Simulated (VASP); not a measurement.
A run of VASP 6.6.1 is set up as follows.

Contents of POSCAR:

```
AlPt
1.0
    3.0660908048      0.0000000000      0.0000000000
    0.0000000000      3.0660908048      0.0000000000
    0.0000000000      0.0000000000      3.0660908048
Al Pt
1 1
Direct
    0.0000000000      0.0000000000      0.0000000000
    0.5000000000      0.5000000000      0.5000000000
```

File INCAR.step1:

```
SYSTEM = AlPt
  PREC = Accurate
  ENCUT = 520
  ISMEAR = 0
  SIGMA = 0.1
  LREAL = .FALSE.
  LASPH = .TRUE.
  NELM = 100
  NBANDS = 14
  GGA = PE
  ALGO = Normal
  EDIFF = 1E-4
  LWAVE = .TRUE.
  LCHARG = .FALSE.
```

Contents of INCAR.step2:

```
SYSTEM = AlPt
  PREC = Accurate
  ENCUT = 520
  EDIFF = 1E-6
  ISMEAR = 0
  SIGMA = 0.1
  LREAL = .FALSE.
  LASPH = .TRUE.
  NELM = 100
  ALGO = Normal
  ISIF = 2
  LWAVE = .FALSE.
  LCHARG = .FALSE.
  METAGGA = R2SCAN
  LMIXTAU = .TRUE.
  NBANDS = 14
  ISTART = 1
```

KPOINTS

```
Automatic mesh
0
G
  14 14 14
  0 0 0
```

Potentials or basis: VASP PAW PBE potentials, release 64 (Al, Pt).

Run with:

```bash
$ cat potpaw_PBE.64/Al/POTCAR potpaw_PBE.64/Pt/POTCAR > POTCAR
$ cp INCAR.step1 INCAR
$ mpirun -np 1 vasp_std > vasp.out
$ cp INCAR.step2 INCAR
$ mpirun -np 1 vasp_std > vasp.out
```

**Question.** What does it give for the pressure?

**Answer.** -0.2 GPa.

**Question.** Estimate the band gap on the k mesh.

**Answer.** Zero (an odd number of electrons rules out a gap without spin polarisation).

Caveat: the PAW data sets were made with another functional, which shifts forces and pressure a little; spin-orbit coupling is left out, which moves the levels of the heavy elements.
